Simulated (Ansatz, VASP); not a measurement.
One calculation of Au, two programs

The input INCAR:

```
SYSTEM = Au
ALGO = Normal
EDIFF = 1E-6
ENCUT = 520
GGA = PS
ISIF = 2
ISMEAR = -1
LASPH = .TRUE.
LCHARG = .TRUE.
LELF = .TRUE.
LREAL = .FALSE.
LVHAR = .TRUE.
LWAVE = .FALSE.
NBANDS = 12
NELM = 60
PREC = Accurate
SIGMA = 0.1
```

Contents of KPOINTS:

```
k-points
0
G
  18 18 18
  0 0 0
```

POSCAR

```
Au
1.0
   -1.5938510086      1.5938510086      1.5938510086
    1.5938510086     -1.5938510086      1.5938510086
    1.5938510086      1.5938510086     -1.5938510086
Au
1
Direct
    0.0000000000      0.0000000000      0.0000000000
```

Input for Ansatz:

```yaml
crystal:
  lattice:
    - [-1.5938510086, 1.5938510086, 1.5938510086]
    - [1.5938510086, -1.5938510086, 1.5938510086]
    - [1.5938510086, 1.5938510086, -1.5938510086]
  atoms:
    - { symbol: Au, position: [0.0, 0.0, 0.0] }
kpoints:
  mp_grid: { grid: [18, 18, 18] }
scf:
  occupations: { method: fermi_dirac, width: 0.1 }
hamiltonian:
  xc: pbesol
  pseudopotentials: { kind: all_electron, lapw: { basis_error: 0.001 } }
output:
  forces: true
  stress: true
  eigenvalues: true
  populations: true
```

Change from the starting cell: volume scaled by 0.95, LAPW.

Alike in both runs: task single point; functional PBEsol; k mesh 18 × 18 × 18; occupations fermi-dirac, width 0.1 eV; no spin polarisation.

|  | VASP | Ansatz |
| --- | --- | --- |
| version | VASP 6.6.1 | Ansatz 0.2.0 |
| potentials or method | VASP PAW PBE potentials, release 64 (Au), cutoff 520 eV | all-electron LAPW, scalar-relativistic |

VASP gave:

```
pressure (GPa) : 10.0
```

Task: Estimate Ansatz's values.

Result: Pressure (GPa): 10.3.

VASP's potentials were made for PBE, not for PBEsol. Ansatz ran all-electron here, and VASP with PAW potentials.

Neither program's run includes spin-orbit coupling.
